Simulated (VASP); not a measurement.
Input of a VASP 6.6.1 run:

The input INCAR:

```
ALGO = Normal
EDIFF = 1E-6
ENCUT = 520
GGA = CA
ISIF = 2
ISMEAR = 0
LASPH = T
LCHARG = F
LREAL = F
LWAVE = F
NBANDS = 11
NELM = 100
PREC = Accurate
SIGMA = 0.01
```

File KPOINTS:

```
k-points
0
Gamma
  12 12 8
```

File POSCAR:

```
MgO
1.0
    2.9380209000      0.0000000000      0.0000000000
   -1.4690104500      2.5444007400      0.0000000000
    0.0000000000      0.0000000000      2.6796800000
Mg O
1 1
Direct
    0.0000000000      0.0000000000      0.0000000000
    0.3333333333      0.6666666667      0.5000000000
```

Potentials or basis: VASP PAW LDA potentials, release 64 (Mg, O).

Run with:

```bash
$ cat potpaw_LDA.64/Mg/POTCAR potpaw_LDA.64/O/POTCAR > POTCAR
$ mpirun -np 1 vasp_std > vasp.out
```

Q: What does it give for the pressure?

A: -11.0 GPa.

Q: What does it give for the band gap on the k mesh?

A: 2.94 eV, indirect (least direct gap 3.35 eV).

Stress tensor (GPa, compression positive):
```
-10.44   0.00   0.00
  0.00 -10.44   0.00
  0.00   0.00 -12.02
```

A k mesh can miss the band edges. A hybrid or GW would open this gap; LDA tends to underestimate it.
